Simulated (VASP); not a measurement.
# Si (a cell with a defect) in VASP: notebook

Si (a cell with a defect) is run at these levels: PBE; tasks: single point.

Everything below comes from runs of VASP 6.6.1. Logs are shortened: lines on timing, memory, paths and dates and some standing lists are left out, and cuts for length are marked.

### 1 The cell of the first run

The cell holds a defect, 31 atoms: a = 9.474 Å, b = 9.474 Å, c = 9.474 Å, α = 109.47°, β = 109.47°, γ = 109.47°.

### 2 Single point, PBE

Input file INCAR:

```
  PREC = Accurate
  ENCUT = 520
  EDIFF = 1E-7
  ISMEAR = 0
  SIGMA = 0.02
  LREAL = Auto
  LASPH = T
  NELM = 60
  ALGO = Normal
  ISIF = 2
  LWAVE = F
  LCHARG = F
  GGA = PE
  NELECT = 122.0
  NBANDS = 83
```

Input file KPOINTS:

```
Automatic mesh
0
Gamma
  2 2 2
  0.5 0.5 0.5
```

Input file POSCAR:

```
Si
1.0
    5.4700937548      5.4700937548      5.4700937548
    5.4700937548     -5.4700937548     -5.4700937548
   -5.4700937548      5.4700937548     -5.4700937548
Si
31
Direct
    0.6711304531      0.7499999422      0.2500000112
   -0.0048181990      0.7499999422      0.0054329965
    0.7505630953      0.5009806272      0.4990425434
    0.2507389382      0.7499999422      0.7474549218
   -0.0048181075      0.5054330189      0.2500000112
    0.5081673413      0.7500000336      0.5031013404
    0.2550660121      0.4968987045     -0.0031013180
    0.7532839810      0.2525449402      0.7525449626
   -0.0004174517      0.2480620188      0.4990194176
    0.5015205631      0.5009574100      0.7519380260
    0.7505630039     -0.0009574790      0.0009805134
    0.2507389382      0.2474549908      0.2500000112
    0.5015204717      0.2519380036      0.0009574790
   -0.0004174517     -0.0009805134      0.7480619498
    0.2397488158     -0.0054329965      0.4945669345
    0.5081673413      0.0031013180      0.2500000112
    0.7388892551      0.7499999422      0.0107143502
    0.5016568496      0.4967236617      0.4970803284
   -0.0001334529      0.7500000336      0.7538478653
    0.7388892551      0.5107143726      0.2499999198
    0.2515438604      0.7499999422      0.4927413717
    0.0088024999      0.5072585817      0.0072586507
    0.4960186464      0.2461521795      0.7461521105
    0.7549332215      0.2503566779      0.5032763831
    0.2545765324      0.5029197164      0.7496433670
    0.5016568496     -0.0029196940     -0.0032763607
   -0.0001334529      0.2538478429      0.2500000112
    0.2545765324      0.2496433446      0.0029196940
    0.7549332215      0.0032763607      0.7503567003
   -0.0218251287     -0.0107143502      0.4892855808
    0.2515438604     -0.0072586507      0.2499999198
```

Potentials or basis: VASP PAW PBE potentials, release 64 (Si).

The run is started by

```
$ cat potpaw_PBE.64/Si/POTCAR > POTCAR
$ mpirun -np 1 vasp_std > vasp.out
```

OUTCAR:

```text
PREC = Accurate
   ENCUT = 520
   EDIFF = 1E-7
   ISMEAR = 0
   LREAL = Auto
   LASPH = T
   NELM = 60
   ISIF = 2
   GGA = PE
   NELECT = 122.0

 ion  position               nearest neighbor table
   1  0.671  0.750  0.250-  20 2.55  30 2.55  17 2.55
   2  0.995  0.750  0.005-  31 2.35  22 2.35  19 2.40  17 2.45
   3  0.751  0.501  0.499-  18 2.34  20 2.36  19 2.38  24 2.40
   4  0.251  0.750  0.747-  25 2.36  26 2.36  19 2.40  21 2.42
   5  0.995  0.505  0.250-  21 2.35  22 2.35  27 2.40  20 2.45
   6  0.508  0.750  0.503-  29 2.36  18 2.36  21 2.40
   7  0.255  0.497  0.997-  25 2.36  28 2.36  22 2.40
   8  0.753  0.253  0.753-  24 2.36  29 2.36  23 2.40  22 2.42
   9  1.000  0.248  0.499-  24 2.34  30 2.36  27 2.38  25 2.40
  10  0.502  0.501  0.752-  25 2.34  17 2.36  23 2.38  18 2.40
  11  0.751  0.999  0.001-  26 2.34  17 2.36  27 2.38  29 2.40
  12  0.251  0.247  0.250-  18 2.36  28 2.36  27 2.40  31 2.42
  13  0.502  0.252  0.001-  28 2.34  20 2.36  23 2.38  26 2.40
  14  1.000  0.999  0.748-  29 2.34  30 2.36  19 2.38  28 2.40
  15  0.240  0.995  0.495-  31 2.35  21 2.35  23 2.40  30 2.45
  16  0.508  0.003  0.250-  24 2.36  26 2.36  31 2.40
  17  0.739  0.750  0.011-  10 2.36  11 2.36   2 2.45   1 2.55
  18  0.502  0.497  0.497-   3 2.34  12 2.36   6 2.36  10 2.40
  19  1.000  0.750  0.754-   3 2.38  14 2.38   4 2.40   2 2.40
  20  0.739  0.511  0.250-  13 2.36   3 2.36   5 2.45   1 2.55
  21  0.252  0.750  0.493-   5 2.35  15 2.35   6 2.40   4 2.42
  22  0.009  0.507  0.007-   5 2.35   2 2.35   7 2.40   8 2.42
  23  0.496  0.246  0.746-  10 2.38  13 2.38   8 2.40  15 2.40
  24  0.755  0.250  0.503-   9 2.34   8 2.36  16 2.36   3 2.40
  25  0.255  0.503  0.750-  10 2.34   4 2.36   7 2.36   9 2.40
  26  0.502  0.997  0.997-  11 2.34   4 2.36  16 2.36  13 2.40
  27  1.000  0.254  0.250-   9 2.38  11 2.38  12 2.40   5 2.40
  28  0.255  0.250  0.003-  13 2.34  12 2.36   7 2.36  14 2.40
  29  0.755  0.003  0.750-  14 2.34   8 2.36   6 2.36  11 2.40
  30  0.978  0.989  0.489-   9 2.36  14 2.36  15 2.45   1 2.55
  31  0.252  0.993  0.250-   2 2.35  15 2.35  16 2.40  12 2.42

  LATTYP: Found a body centered cubic cell.
 ALAT       =    10.9401875096

  Lattice vectors:

 A1 = (   5.4700937548,   5.4700937548,   5.4700937548)
 A2 = (   5.4700937548,  -5.4700937548,  -5.4700937548)
 A3 = (  -5.4700937548,   5.4700937548,  -5.4700937548)

Analysis of symmetry for initial positions (statically):
=====================================================================
 Subroutine PRICEL returns:
 Original cell was already a primitive cell.

 Routine SETGRP: Setting up the symmetry group for a
 body centered cubic supercell.

[... 169 lines left out ...]
   EFERMI =   0.00;   METHOD = LEGACY
   ISMEAR =     0;   SIGMA  =   0.02  broadening in eV -4-tet -1-fermi 0-gaus
   EFERMI_NEDOS =   21; number of points for ismear=-14 and -15
   IALGO  =     38    algorithm
   IMIX   =      4    mixing-type and parameters
     AMIX     =   0.40;   BMIX     =  1.00
     AMIX_MAG =   1.60;   BMIX_MAG =  1.00
  volume/ion in A,a.u.               =      21.12       142.52
  Fermi-wavevector in a.u.,A,eV,Ry     =   0.935075  1.767036 11.896474  0.874366
  Thomas-Fermi vector in A             =   2.061946
   LORBIT       =      0    0 simple, 1 ext, 2 COOP (PROOUT), +10 PAW based schemes
   GGA     = PE    functional components
   LHFCALC =     F    Hartree Fock is set to
   AEXX    =    0.0000 exact exchange contribution
   IVDW    =     0    specifies the selected vdW correction
   LEPSILON=     F    determine dielectric tensor
   LRPA    =     F    only Hartree local field effects (RPA)
 non-spin polarized calculation
 Gauss-broadening in eV      SIGMA  =   0.02
  energy-cutoff  :      520.00
  volume of cell :      654.70
 maximum number of plane-waves:     17628
 NGX is ok and might be reduce to    70
   NGX = 35   NGY = 35   NGZ = 35

 number of electron     122.0000001 magnetization

 Free energy of the ion-electron system (eV)
  ---------------------------------------------------
  ext. energy  EPLUGINS =         0.00000000
  ---------------------------------------------------
  free energy    TOTEN  =      -174.48326123 eV

  energy without entropy =     -174.48326123  energy(sigma->0) =     -174.48326123

 E-fermi :   4.8525     XC(G=0):  -9.1700

 val. band max:        4.7379569203   @ k =   0.2500   0.2500   0.2500
 cond. band min:       5.1370348842   @ k =  -0.2500   0.2500   0.2500
 fundamental gap:      0.3990779639
 Fermi energy:         4.8525035941

 k-point     1 :       0.2500    0.2500    0.2500
  band No.  band energies     occupation
      1      -5.6087      2.00000
      2      -5.6087      2.00000
      3      -5.5414      2.00000
      4      -5.3849      2.00000
      5      -3.8322      2.00000
      6      -3.8322      2.00000
[... 65 lines left out ...]
     72       7.0661      0.00000
     73       7.0661      0.00000

 k-point     2 :      -0.2500    0.2500    0.2500
  band No.  band energies     occupation
      1      -6.0523      2.00000
      2      -5.1423      2.00000
      3      -5.0344      2.00000
      4      -5.0337      2.00000
      5      -4.9033      2.00000
      6      -4.3066      2.00000
[... 65 lines left out ...]
     72       7.6760      0.00000
     73       7.7475      0.00000
 [bands above 73 left out]

------------------------ aborting loop because EDIFF is reached ----------------------------------------

  FORCE on cell =-STRESS in cart. coord.  units (eV):
  Direction    XX          YY          ZZ          XY          YZ          ZX
  --------------------------------------------------------------------------------------
  -------------------------------------------------------------------------------------
  Total      -26.9606674    -26.9606674    -26.9606674     -2.2227376     -2.2227376     -2.2227376
  in kB      -65.9776616    -65.9776616    -65.9776616     -5.4394436     -5.4394436     -5.4394436
  external PRESSURE =     -65.9776616 kB  Pullay stress =       0.0000000 kB

 VOLUME and BASIS-vectors are now :
 -----------------------------------------------------------------------------
  energy-cutoff  :      520.00
  volume of cell :      654.70
      direct lattice vectors                 reciprocal lattice vectors
     5.470093755  5.470093755  5.470093755     0.091406112  0.091406112  0.000000000
     5.470093755 -5.470093755 -5.470093755     0.091406112  0.000000000 -0.091406112
    -5.470093755  5.470093755 -5.470093755     0.000000000  0.091406112 -0.091406112

 POSITION                                       TOTAL-FORCE (eV/Angst)
 -----------------------------------------------------------------------------------
      6.40619      0.93610     -1.79895         0.576475      0.576475      0.576475
      9.51659      1.37089      1.31145        -0.020210     -0.055537     -0.020210
      4.11625      4.09505     -1.36457         0.008623     -0.013685      0.054299
      1.38549      1.35764     -6.81965        -0.026750      0.000488     -0.026750
      6.84098      4.04650      1.31145        -0.055537     -0.020210     -0.020210
      4.13028      1.42916     -4.07486        -0.175638      0.060442     -0.175638
[... 23 lines left out ...]
      8.08576      2.61566     -2.73721        -0.033417     -0.033417      0.025266
      5.43883     -2.68690     -5.42194        -0.040890     -0.068255     -0.068255
 -----------------------------------------------------------------------------------
    total drift:                               -0.008945     -0.008609     -0.008309

  FREE ENERGIE OF THE ION-ELECTRON SYSTEM (eV)
  ---------------------------------------------------
  free  energy   TOTEN  =      -174.4832612268 eV

  energy  without entropy=     -174.4832612268  energy(sigma->0) =     -174.48326123
```

OSZICAR:

```text
N       E                     dE             d eps       ncg     rms          rms(c)
DAV:   1     0.293231114922E+03    0.29323E+03   -0.45905E+04   332   0.121E+03
DAV:   2    -0.145168346120E+03   -0.43840E+03   -0.41512E+03   394   0.173E+02
DAV:   3    -0.176269486486E+03   -0.31101E+02   -0.30548E+02   408   0.411E+01
DAV:   4    -0.176990488881E+03   -0.72100E+00   -0.71742E+00   408   0.775E+00
DAV:   5    -0.177010765360E+03   -0.20276E-01   -0.20258E-01   400   0.128E+00    0.180E+01
DAV:   6    -0.175121746643E+03    0.18890E+01   -0.23839E+00   384   0.373E+00    0.106E+01
DAV:   7    -0.174480712726E+03    0.64103E+00   -0.22068E+00   400   0.348E+00    0.218E+00
DAV:   8    -0.174475454559E+03    0.52582E-02   -0.27169E-01   384   0.142E+00    0.884E-01
DAV:   9    -0.174480782723E+03   -0.53282E-02   -0.35574E-02   376   0.505E-01    0.365E-01
DAV:  10    -0.174482295025E+03   -0.15123E-02   -0.51223E-03   384   0.180E-01    0.183E-01
DAV:  11    -0.174483083390E+03   -0.78836E-03   -0.87119E-04   392   0.847E-02    0.755E-02
DAV:  12    -0.174483237288E+03   -0.15390E-03   -0.18389E-04   360   0.389E-02    0.252E-02
DAV:  13    -0.174483258656E+03   -0.21369E-04   -0.38466E-05   384   0.175E-02    0.557E-03
DAV:  14    -0.174483260623E+03   -0.19666E-05   -0.24940E-06   392   0.430E-03    0.250E-03
DAV:  15    -0.174483261185E+03   -0.56194E-06   -0.71054E-07   384   0.241E-03    0.115E-03
DAV:  16    -0.174483261227E+03   -0.42133E-07   -0.29045E-08   200   0.518E-04
   1 F= -.17448326E+03 E0= -.17448326E+03  d E =-.319949E-16
```

stdout:

```text
POSCAR found type information on POSCAR Si
 POSCAR found :  1 types and      31 ions
 scaLAPACK will be used
 LDA part: xc-table for (Slater+PW92), standard interpolation
 POSCAR, INCAR and KPOINTS ok, starting setup
 FFT: planning ... GRIDC
 FFT: planning ... GRID_SOFT
 FFT: planning ... GRID
 WAVECAR not read
 entering main loop
 the old and the new charge density differ
 old charge density:   124.00000 new  122.00000
    0.180E+01
```

It took 5.8 min on 1 thread of AMD EPYC 7R13, shared host; peak memory 0.63 GiB.

What came out:

* Free energy: -174.4833 eV
* Largest force: 0.998 eV/Å

Forces on the atoms (eV/Å):
```
Si   0.576  0.576  0.576
Si  -0.020 -0.056 -0.020
Si   0.009 -0.014  0.054
Si  -0.027  0.000 -0.027
Si  -0.056 -0.020 -0.020
Si  -0.176  0.060 -0.176
Si  -0.176 -0.176  0.060
Si  -0.027 -0.027  0.000
Si  -0.014  0.054  0.009
Si   0.054  0.009 -0.014
Si  -0.014  0.009  0.054
Si   0.000 -0.027 -0.027
Si   0.009  0.054 -0.014
Si   0.054 -0.014  0.009
Si  -0.020 -0.020 -0.056
Si   0.060 -0.176 -0.176
Si  -0.033  0.025 -0.033
Si  -0.039  0.012  0.030
Si  -0.004 -0.013 -0.004
Si   0.025 -0.033 -0.033
Si  -0.068 -0.041 -0.068
Si  -0.068 -0.068 -0.041
Si  -0.004 -0.004 -0.013
Si   0.012  0.030 -0.039
Si   0.030 -0.039  0.012
Si   0.012 -0.039  0.030
Si  -0.013 -0.004 -0.004
Si  -0.039  0.030  0.012
Si   0.030  0.012 -0.039
Si  -0.033 -0.033  0.025
Si  -0.041 -0.068 -0.068
```

Caveat: the cell carries a net charge on a neutralising background, which shifts energy and pressure; the cell is charged against a uniform background, so pressure and absolute levels hang on convention.

(Part 1 of 2 ends here.)
